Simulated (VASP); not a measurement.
Here is a VASP 6.6.1 calculation.

File INCAR:

```
ALGO = Normal ; EDIFF = 1E-6
ENCUT = 520 ; GGA = PS
ISIF = 2 ; ISMEAR = 0
LASPH = T ; LCHARG = F
LREAL = F ; LWAVE = F
NBANDS = 21 ; NELM = 60
PREC = Accurate ; SIGMA = 0.15
```

KPOINTS

```
k-points
0
Gamma
  18 18 10
```

The input POSCAR:

```
Ge
1.0
    1.4880529250     -2.5946896100      0.0000000000
    1.4880529250      2.5946896100      0.0000000000
    0.0000000000      0.0000000000      4.7275957900
Ge
2
Direct
    0.5509326041      0.4490673959      0.2500000000
    0.3334466300      0.6665533700      0.7500000000
```

Potentials or basis: VASP PAW PBE potentials, release 64 (Ge_d).

Command:

```console
$ cat potpaw_PBE.64/Ge_d/POTCAR > POTCAR
$ mpirun -np 1 vasp_std > vasp.out
```

(1) Predict the pressure.

(2) Predict the band gap on the k mesh.

(3) What does it give for the largest force?

Results:

(1) 1.1 GPa.

(2) zero (bands 14 and 15 overlap by 9.09 eV).

(3) 0.049 eV/Å.

Caveat: the cell differs from its parent crystal (atom 1 (Ge) moved by (+0.600, +0.000) A along y and z); the stress differs along the axes, from -2 to 5 GPa; the PAW data sets were made with another functional, which shifts forces and pressure a little.
